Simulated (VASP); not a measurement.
CdSb2C:

```xyz
8
Lattice="-2.8305 2.8305 5.6610 2.8305 -2.8305 5.6610 2.8305 2.8305 -5.6610" Properties=species:S:1:pos:R:3 pbc="T T T"
Cd    0.0000    0.0000    0.0000
Cd    0.0000    2.8305    2.8305
Sb    1.4153    1.4153    1.4153
Sb    1.4153   -1.4153    4.2458
Sb    1.4153    1.4153    7.0763
Sb   -1.4153    1.4153    4.2458
C     0.0000    0.0000    5.6610
C     2.8305    0.0000    2.8305
```

```yaml
Program: VASP 6.6.1
Task: relaxation of cell and atoms
Functional: PBE
Potentials_or_basis: VASP PAW PBE potentials, release 64 (Cd, Sb, C)
Cutoff: 600 eV
k_mesh: 6 × 6 × 6
Occupations: fermi-dirac, width 0.02 eV
Spin: no spin polarisation
```

At the start: pressure 13.1 GPa; volume 22.68 Å³/atom.

Q: Where does the relaxation end?

A: Over 14 steps the energy falls by 635.9 meV/atom and the volume is 24.33 Å³/atom (+7.3 %); space group I-42d (No. 122, to 0.1 Å) before and after.

The path:
| step | energy change (eV) | largest force (eV/Å) | pressure (GPa) | volume (Å³) |
| --- | --- | --- | --- | --- |
| 1 | 0.0000 | 5.5481 | 13.09 | 181.42 |
| 2 | -3.3434 | 1.1619 | -6.81 | 234.54 |
| 3 | -3.4731 | 1.6672 | -5.06 | 223.01 |
| 4 | -4.5896 | 0.9277 | -2.48 | 205.44 |
| 5 | -4.9016 | 0.0984 | 1.11 | 192.49 |
| 6 | -4.9852 | 0.0907 | 0.16 | 195.45 |
| 7 | -5.0169 | 0.3014 | -0.88 | 199.15 |
| 8 | -5.0656 | 0.2492 | -0.01 | 195.66 |
| 9 | -5.0757 | 0.2105 | 0.61 | 193.33 |
| 10 | -5.0848 | 0.0206 | -0.48 | 196.07 |
| 11 | -5.0867 | 0.0476 | -0.16 | 195.26 |
| 12 | -5.0875 | 0.0025 | 0.04 | 194.50 |
| 13 | -5.0875 | 0.0072 | 0.02 | 194.57 |
| 14 | -5.0876 | 0.0007 | -0.01 | 194.66 |

Final structure:
```
Cd Sb C
1.0
    -3.07957    3.07957    5.13146
     3.07957   -3.07957    5.13146
     3.07957    3.07957   -5.13146
Cd Sb C
2 4 2
Direct
  0.00000 0.00000 0.00000
  0.75000 0.25000 0.50000
  0.37500 0.45235 0.57735
  0.20235 0.62500 0.07735
  0.87500 0.79765 0.42265
  0.54765 0.12500 0.92265
  0.50000 0.50000 0.00000
  0.25000 0.75000 0.50000
```
